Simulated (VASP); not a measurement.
# Si in VASP: further runs

Runs on Si. Level: PBE. Tasks: single point, relaxation of cell and atoms.

Program: VASP 6.6.1. These are calculated values, not measurements. Logs are shortened: lines on timing, memory, paths and dates and some standing lists are left out, and cuts for length are marked.

## 1. The cell of the first run

It takes space group Fd-3m (No. 227, cubic). Conventional cell: a = 5.471 Å, b = 5.471 Å, c = 5.471 Å, α = 90.00°, β = 90.00°, γ = 90.00°. Si (site symmetry -43m) has 4 Si at 2.37 Å within 3.1 Å.

## 2. Single point, PBE

Contents of INCAR:

```
SYSTEM = Si
PREC = Accurate
ENCUT = 520
EDIFF = 1E-6
ISMEAR = 0
SIGMA = 0.02
LREAL = .False.
LASPH = .True.
NELM = 80
ALGO = Normal
ISIF = 2
LWAVE = .False.
LCHARG = .False.
GGA = PE
NBANDS = 11
```

Contents of KPOINTS:

```
regular mesh
0
Gamma
  8 8 8
  0 0 0
```

Contents of POSCAR:

```
Si
1.0
    0.0000000000      2.7353450877      2.7353450877
    2.7353450877      0.0000000000      2.7353450877
    2.7353450877      2.7353450877      0.0000000000
Si
2
Direct
    0.2500000000      0.2500000000      0.2500000000
    0.0000000000      0.0000000000      0.0000000000
```

Potentials or basis: VASP PAW PBE potentials, release 64 (Si).

Command:

```bash
cat potpaw_PBE.64/Si/POTCAR > POTCAR
mpirun -np 1 vasp_std > vasp.out
```

OUTCAR:

```text
SYSTEM = Si
   PREC = Accurate
   ENCUT = 520
   EDIFF = 1E-6
   ISMEAR = 0
   LREAL = .False.
   LASPH = .True.
   NELM = 80
   ISIF = 2
   GGA = PE

 ion  position               nearest neighbor table
   1  0.250  0.250  0.250-   2 2.37   2 2.37   2 2.37   2 2.37
   2  0.000  0.000  0.000-   1 2.37   1 2.37   1 2.37   1 2.37

  LATTYP: Found a face centered cubic cell.
 ALAT       =     5.4706901754

  Lattice vectors:

 A1 = (   0.0000000000,   2.7353450877,   2.7353450877)
 A2 = (   2.7353450877,   0.0000000000,   2.7353450877)
 A3 = (   2.7353450877,   2.7353450877,   0.0000000000)

Analysis of symmetry for initial positions (statically):
=====================================================================
 Subroutine PRICEL returns:
 Original cell was already a primitive cell.

 Routine SETGRP: Setting up the symmetry group for a
 face centered cubic supercell.

 Subroutine GETGRP returns: Found 48 space group operations
 (whereof 24 operations were pure point group operations)
 out of a pool of 48 trial point group operations.

The static configuration has the point symmetry T_d .
 The point group associated with its full space group is O_h .

Analysis of symmetry for dynamics (positions and initial velocities):
=====================================================================
 Subroutine PRICEL returns:
 Original cell was already a primitive cell.

 Routine SETGRP: Setting up the symmetry group for a
 face centered cubic supercell.

 Subroutine GETGRP returns: Found 48 space group operations
 (whereof 24 operations were pure point group operations)
 out of a pool of 48 trial point group operations.

The dynamic configuration has the point symmetry T_d .
 The point group associated with its full space group is O_h .

 Subroutine INISYM returns: Found 48 space group operations
 (whereof 24 operations are pure point group operations),
 and found     1 'primitive' translations

----------------------------------------------------------------------------------------

                                     Primitive cell

  volume of cell :      40.9323

  direct lattice vectors                    reciprocal lattice vectors
     0.000000000  2.735345088  2.735345088    -0.182792293  0.182792293  0.182792293
     2.735345088  0.000000000  2.735345088     0.182792293 -0.182792293  0.182792293
     2.735345088  2.735345088  0.000000000     0.182792293  0.182792293 -0.182792293

  length of vectors
     3.868362121  3.868362121  3.868362121     0.316605538  0.316605538  0.316605538

  position of ions in fractional coordinates (direct lattice)
     0.250000000  0.250000000  0.250000000
     0.000000000  0.000000000  0.000000000

  ion indices of the primitive-cell ions
   primitive index   ion index
                 1           1
                 2           2

----------------------------------------------------------------------------------------

 KPOINTS: regular mesh

Automatic generation of k-mesh.
 Grid dimensions read from file:
 generate k-points for:    8    8    8

 Generating k-lattice:

  Cartesian coordinates                     Fractional coordinates (reciprocal lattice)
    -0.022849037  0.022849037  0.022849037     0.125000000  0.000000000  0.000000000
     0.022849037 -0.022849037  0.022849037     0.000000000  0.125000000  0.000000000
     0.022849037  0.022849037 -0.022849037     0.000000000  0.000000000  0.125000000

  Length of vectors
     0.039575692  0.039575692  0.039575692

  Shift w.r.t. Gamma in fractional coordinates (k-lattice)
     0.000000000  0.000000000  0.000000000

 Subroutine IBZKPT returns following result:
 ===========================================

 Found     29 irreducible k-points:

 Following reciprocal coordinates:
            Coordinates               Weight
  0.000000  0.000000  0.000000      1.000000
  0.125000  0.000000  0.000000      8.000000
  0.250000  0.000000  0.000000      8.000000
  0.375000  0.000000  0.000000      8.000000
  0.500000  0.000000  0.000000      4.000000
  0.125000  0.125000  0.000000      6.000000
[... 16 lines left out ...]
  0.500000  0.250000  0.125000     48.000000
 -0.375000  0.250000  0.125000     24.000000
 [... further k-points ...]
   k-points           NKPTS =     29   k-points in BZ     NKDIM =     29   number of bands    NBANDS=     11
   number of dos      NEDOS =    301   number of ions     NIONS =      2
   total plane-waves  NPLWV =  27000
   dimension x,y,z NGX =    30 NGY =   30 NGZ =   30
   dimension x,y,z NGXF=    60 NGYF=   60 NGZF=   60
   ions per type =               2
   NGX,Y,Z   is equivalent  to a cutoff of  12.89, 12.89, 12.89 a.u.
   NGXF,Y,Z  is equivalent  to a cutoff of  25.79, 25.79, 25.79 a.u.
 SYSTEM =  Si
   PREC   = accura    normal or accurate (medium, high low for compatibility)
   ISTART =      0    job   : 0-new  1-cont  2-samecut
   ICHARG =      2    charge: 1-file 2-atom 10-const
   ISPIN  =      1    spin polarized calculation?
   LNONCOLLINEAR =      F non collinear calculations
   LSORBIT =      F    spin-orbit coupling
   LASPH  =      T    aspherical Exc in radial PAW
   ENCUT  =  520.0 eV  38.22 Ry    6.18 a.u.   7.19  7.19  7.19*2*pi/ulx,y,z
   NELM   =     80;   NELMIN=  2; NELMDL= -5     # of ELM steps
   EDIFF  = 0.1E-05   stopping-criterion for ELM
   LREAL  =      F    real-space projection
   EDIFFG = 0.1E-04   stopping-criterion for IOM
   NSW    =      0    number of steps for IOM
   IBRION =     -1    ionic relax: 0-MD 1-quasi-New 2-CG
   NFREE  =      0    steps in history (QN), initial steepest desc. (CG)
   ISIF   =      2    stress and relaxation
   ISYM   =      2    0-nonsym 1-usesym 2-fastsym
   POTIM  = 0.5000    time-step for ionic-motion
   TEBEG  =    0.0;   TEEND  =   0.0 temperature during run
   PSTRESS=    0.0 pullay stress
   NELECT =       8.0000    total number of electrons
   NUPDOWN=      -1.0000    fix difference up-down
   EMIN   =  10.00;   EMAX   =-10.00  energy-range for DOS
   EFERMI =   0.00;   METHOD = LEGACY
   ISMEAR =     0;   SIGMA  =   0.02  broadening in eV -4-tet -1-fermi 0-gaus
   EFERMI_NEDOS =   21; number of points for ismear=-14 and -15
   IALGO  =     38    algorithm
   IMIX   =      4    mixing-type and parameters
     AMIX     =   0.40;   BMIX     =  1.00
     AMIX_MAG =   1.60;   BMIX_MAG =  1.00
  volume/ion in A,a.u.               =      20.47       138.11
  Fermi-wavevector in a.u.,A,eV,Ry     =   0.950056  1.795346 12.280715  0.902607
  Thomas-Fermi vector in A             =   2.078397
   LORBIT       =      0    0 simple, 1 ext, 2 COOP (PROOUT), +10 PAW based schemes
   GGA     = PE    functional components
   LHFCALC =     F    Hartree Fock is set to
   AEXX    =    0.0000 exact exchange contribution
   IVDW    =     0    specifies the selected vdW correction
   LEPSILON=     F    determine dielectric tensor
   LRPA    =     F    only Hartree local field effects (RPA)
 non-spin polarized calculation
 Gauss-broadening in eV      SIGMA  =   0.02
  energy-cutoff  :      520.00
  volume of cell :       40.93
 maximum number of plane-waves:      1124
 NGX is ok and might be reduce to    30
   NGX = 15   NGY = 15   NGZ = 15

 number of electron       8.0000001 magnetization

 Free energy of the ion-electron system (eV)
  ---------------------------------------------------
  ext. energy  EPLUGINS =         0.00000000
  ---------------------------------------------------
  free energy    TOTEN  =       -10.84607402 eV

  energy without entropy =      -10.84607402  energy(sigma->0) =      -10.84607402

 E-fermi :   5.7060     XC(G=0):  -9.3224

 val. band max:        5.6066592656   @ k =   0.0000   0.0000   0.0000
 cond. band min:       6.2583601268   @ k =   0.3750   0.3750   0.0000
 fundamental gap:      0.6517008612
 Fermi energy:         5.7059928391

 k-point     1 :       0.0000    0.0000    0.0000
  band No.  band energies     occupation
      1      -6.2010      2.00000
      2       5.6067      2.00000
      3       5.6067      2.00000
      4       5.6067      2.00000
      5       8.1627      0.00000
      6       8.1627      0.00000
      7       8.1627      0.00000
      8       8.7283      0.00000
      9      13.3147      0.00000
     10      13.3147      0.00000
     11      13.4796      0.00000

 k-point     2 :       0.1250    0.0000    0.0000
  band No.  band energies     occupation
      1      -6.0007      2.00000
      2       4.0161      2.00000
      3       5.3245      2.00000
      4       5.3245      2.00000
      5       8.0462      0.00000
      6       8.5777      0.00000
      7       8.5777      0.00000
      8      10.1302      0.00000
      9      12.8422      0.00000
     10      12.8422      0.00000
     11      14.2548      0.00000

 k-point     3 :       0.2500    0.0000    0.0000
  band No.  band energies     occupation
      1      -5.4168      2.00000
      2       1.7222      2.00000
      3       4.8622      2.00000
      4       4.8622      2.00000
      5       7.5621      0.00000
      6       9.0955      0.00000
      7       9.0955      0.00000
      8      12.3490      0.00000
      9      12.7929      0.00000
     10      12.7929      0.00000
     11      14.5326      0.00000
[... 267 lines left out ...]
 k-point    23 :       0.5000    0.2500    0.1250
  band No.  band energies     occupation
      1      -4.0288      2.00000
      2      -0.1787      2.00000
      3       2.3536      2.00000
      4       3.7210      2.00000
      5       8.4701      0.00000
      6       9.1351      0.00000
      7      10.5822      0.00000
      8      11.4821      0.00000
      9      14.5330      0.00000
     10      15.2282      0.00000
     11      17.5042      0.00000

 k-point    24 :      -0.3750    0.2500    0.1250
  band No.  band energies     occupation
      1      -3.3954      2.00000
      2      -1.0970      2.00000
      3       2.2221      2.00000
      4       3.4983      2.00000
      5       8.6280      0.00000
      6       8.7534      0.00000
      7      11.4502      0.00000
      8      12.6703      0.00000
      9      12.9093      0.00000
     10      16.1108      0.00000
     11      17.1528      0.00000

 [... further k-points ...]

------------------------ aborting loop because EDIFF is reached ----------------------------------------

  FORCE on cell =-STRESS in cart. coord.  units (eV):
  Direction    XX          YY          ZZ          XY          YZ          ZX
  --------------------------------------------------------------------------------------
  -------------------------------------------------------------------------------------
  Total       -0.0237369     -0.0237369     -0.0237369      0.0000000     -0.0000000      0.0000000
  in kB       -0.9291132     -0.9291132     -0.9291132      0.0000000     -0.0000000      0.0000000
  external PRESSURE =      -0.9291132 kB  Pullay stress =       0.0000000 kB

 VOLUME and BASIS-vectors are now :
 -----------------------------------------------------------------------------
  energy-cutoff  :      520.00
  volume of cell :       40.93
      direct lattice vectors                 reciprocal lattice vectors
     0.000000000  2.735345088  2.735345088    -0.182792293  0.182792293  0.182792293
     2.735345088  0.000000000  2.735345088     0.182792293 -0.182792293  0.182792293
     2.735345088  2.735345088  0.000000000     0.182792293  0.182792293 -0.182792293

 POSITION                                       TOTAL-FORCE (eV/Angst)
 -----------------------------------------------------------------------------------
      1.36767      1.36767      1.36767         0.000000      0.000000      0.000000
      0.00000      0.00000      0.00000        -0.000000     -0.000000     -0.000000
 -----------------------------------------------------------------------------------
    total drift:                               -0.000000     -0.000000     -0.000000

  FREE ENERGIE OF THE ION-ELECTRON SYSTEM (eV)
  ---------------------------------------------------
  free  energy   TOTEN  =       -10.8460740225 eV

  energy  without entropy=      -10.8460740225  energy(sigma->0) =      -10.84607402
```

Wall time 9 s (1 thread of AMD EPYC 7R13 (Zen 3), shared host); peak memory 0.13 GiB.

What came out:

```yaml
Free_energy: -10.8461 eV
Pressure: -0.1 GPa
Band_gap_on_the_k_mesh: 0.65 eV (least direct gap 2.56 eV)
```

(Part 1 of 2 ends here.)
